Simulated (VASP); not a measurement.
# Cd2HgO3: single point with PBE

The system is Cd2HgO3.

```
CELL_PARAMETERS angstrom
3.40413 0.00000 0.00000
-1.70206 2.94806 0.00000
0.00000 0.00000 8.37373
ATOMIC_POSITIONS crystal
Cd 0.33333 0.66667 0.66299
Cd 0.66667 0.33333 0.33701
Hg 0.00000 0.00000 0.00000
O 0.66667 0.33333 0.82178
O 0.00000 0.00000 0.50000
O 0.33333 0.66667 0.17822
```

```json
{
 "Program": "VASP 6.6.1",
 "Task": "single point",
 "Functional": "PBE",
 "Potentials or basis": "VASP PAW PBE potentials, release 64 (Cd_sv_GW, Hg_sv_GW, O)",
 "Cutoff": "700 eV",
 "k mesh": "12 × 12 × 6",
 "Occupations": "gaussian, width 0.1 eV",
 "Spin": "no spin polarisation"
}
```

| Item | Value |
| --- | --- |
| Pressure | -0.2 GPa |
| Largest force | 0.005 eV/Å |
| Band gap on the k mesh | zero (bands 39 and 40 overlap by 0.31 eV) |

Forces on the atoms (eV/Å):
```
Cd   0.000  0.000  0.001
Cd   0.000  0.000 -0.001
Hg   0.000  0.000  0.000
O    0.000  0.000 -0.005
O    0.000  0.000  0.000
O    0.000  0.000  0.005
```

Levels at points of the mesh, in eV from the Fermi level:
```
           k point  band 36  band 37  band 38  band 39  band 40  band 41  band 42  band 43
(0.00, 0.00, 0.00)    -1.22    -0.45    -0.45    -0.31    -0.31     2.82     3.15     7.58
(0.50, 0.00, 0.00)    -1.05    -0.80    -0.62    -0.50     2.25     4.78     4.82     6.37
(0.00, 0.00, 0.50)    -1.00    -1.00    -0.06    -0.06     0.62     1.15     4.17     6.22
(0.50, 0.00, 0.50)    -1.68    -1.63    -0.04    -0.01     2.65     4.08     4.43     6.44
```

Wall time 14 min on 1 thread of Intel(R) Xeon(R) Platinum 8259CL CPU @ 2.50GHz (Skylake/Cascade Lake), with other jobs on the host, peak memory 0.75 GiB.

Caveat: semilocal functionals underestimate gaps, and a narrow one can read as zero; spin-orbit coupling is left out, which moves the levels of the heavy elements.
